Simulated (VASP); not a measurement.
Wanted: the native input for a VASP 6.6.1 run.

```
Task                   : single point
Functional             : PBE
Potentials or basis    : VASP PAW PBE potentials, release 64 (Mo_sv, S)
Cutoff                 : 520 eV
k mesh                 : 10 × 10 × 3
Occupations            : fermi-dirac, width 0.03 eV
Spin                   : no spin polarisation
Dipole correction      : no
Further INCAR settings : ALGO = Normal; EDIFF = 1e-06; NBANDS = 35
```

The structure of MoS2 lies in POSCAR:

```
MoS2
1.0
    3.2242216336      0.0000000000      0.0000000000
   -1.6121108168      2.7922578422      0.0000000000
    0.0000000000      0.0000000000     12.2950000000
Mo S
2 4
Direct
    0.3333333333      0.6666666667      0.2500000000
    0.6666666667      0.3333333333      0.7500000000
    0.3333333333      0.6666666667      0.6275000000
    0.6666666667      0.3333333333      0.1275000000
    0.3333333333      0.6666666667      0.8725000000
    0.6666666667      0.3333333333      0.3725000000
```

This cell differs from its parent crystal: equal xx and yy strain of +2 %.

One way to write it, as run:

INCAR

```
ALGO = Normal
EDIFF = 1E-6
ENCUT = 520
GGA = PE
ISIF = 2
ISMEAR = -1
LASPH = True
LCHARG = True
LELF = True
LREAL = False
LVHAR = True
LWAVE = False
NBANDS = 35
NELM = 80
PREC = Accurate
SIGMA = 0.03
```

KPOINTS

```
k-points
0
Gamma
  10 10 3
```

Potentials or basis: VASP PAW PBE potentials, release 64 (Mo_sv, S).

The run is started by

```bash
$ cat potpaw_PBE.64/Mo_sv/POTCAR potpaw_PBE.64/S/POTCAR > POTCAR
$ mpirun -np 1 vasp_std > vasp.out
```

It gave:

```yaml
Pressure: 2.6 GPa
Largest_force: 0.747 eV/Å
Band_gap_on_the_k_mesh: 0.64 eV, indirect (least direct gap 1.71 eV)
```

Caveat: the cell differs from its parent crystal (equal xx and yy strain of +2 %); this functional lacks dispersion, which binds the layers, so the pressure and a relaxed spacing across them are unreliable.

Run time: 88 s on 1 thread of Intel(R) Xeon(R) Platinum 8375C CPU @ 2.90GHz (Ice Lake) (shared host), peak memory 0.27 GiB.
